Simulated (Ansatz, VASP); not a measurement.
**LaAs: VASP beside Ansatz**

```xyz
2
Lattice="0.0000 3.1226 3.1226 3.1226 0.0000 3.1226 3.1226 3.1226 0.0000" Properties=species:S:1:pos:R:3 pbc="T T T"
La    0.0000    0.0000    0.0000
As    3.1226    3.1226    3.1226
```

Change from the starting cell: volume scaled by 1.06, crystal datasets.

Alike in both runs: task electric field gradients; functional PBEsol; k mesh 12 × 12 × 12; occupations fermi-dirac, width 0.05 eV; no spin polarisation.

|  | VASP | Ansatz |
| --- | --- | --- |
| version | VASP 6.6.1 | Ansatz 0.2.0 |
| potentials or method | VASP PAW PBE potentials, release 64 (La, As), cutoff 520 eV | all-electron PAW with datasets made for the crystal, scalar-relativistic |

```tsv
	VASP	Ansatz	Ansatz less VASP
pressure (GPa)	-4.1	-4.1	+0.02
```

VASP's potentials were made for PBE, not for PBEsol. Ansatz ran all-electron here, and VASP with PAW potentials.

Neither program's run includes spin-orbit coupling.
